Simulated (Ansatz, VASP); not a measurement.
# In2GaAs3 in VASP and in Ansatz

```
CELL_PARAMETERS angstrom
-2.14018 2.14018 9.06006
2.14018 -2.14018 9.06006
2.14018 2.14018 -9.06006
ATOMIC_POSITIONS crystal
In 0.33676 0.33676 0.00000
In 0.66324 0.66324 0.00000
Ga 0.00000 0.00000 0.00000
As 0.25000 0.75000 0.50000
As 0.57547 0.07548 0.50000
As 0.92453 0.42452 0.50000
```

Alike in both runs: task single point; functional PBEsol; k mesh 2 × 2 × 2; occupations gaussian, width 0.1 eV; no spin polarisation.

```csv
,VASP,Ansatz
version,VASP 6.6.1,Ansatz 0.2.0
potentials or method,"VASP PAW PBE potentials, release 64 (In_d, Ga_d, As), cutoff 520 eV","scalar-relativistic, plane waves, PAW"
valence electrons in the cell,54,84
```

|  | VASP | Ansatz | Ansatz less VASP |
| --- | --- | --- | --- |
| gap on the k mesh at the Fermi level (eV) | none | none | - |
| pressure (GPa) | -0.1 | -0.2 | -0.10 |
| traceless stress, the component that is largest in VASP (GPa) | -3.13 | -3.13 | +0.002 |
| rms of the force components (eV/Å) | 0.088 | 0.088 | -0.0004 |

VASP's potentials were made for PBE, not for PBEsol. Atom by atom the forces differ by 0.000 eV/Å (rms over components). A gap of «none» marks a metal or a gap that the smearing closes. With one functional, cell and mesh, what is left measures potentials, basis and numerics. VASP's potentials hold 54 valence electrons a cell and Ansatz's 84, so a difference there can come from the potentials and not from the codes.

The k mesh is coarse, so the values compare programs but aren't converged.
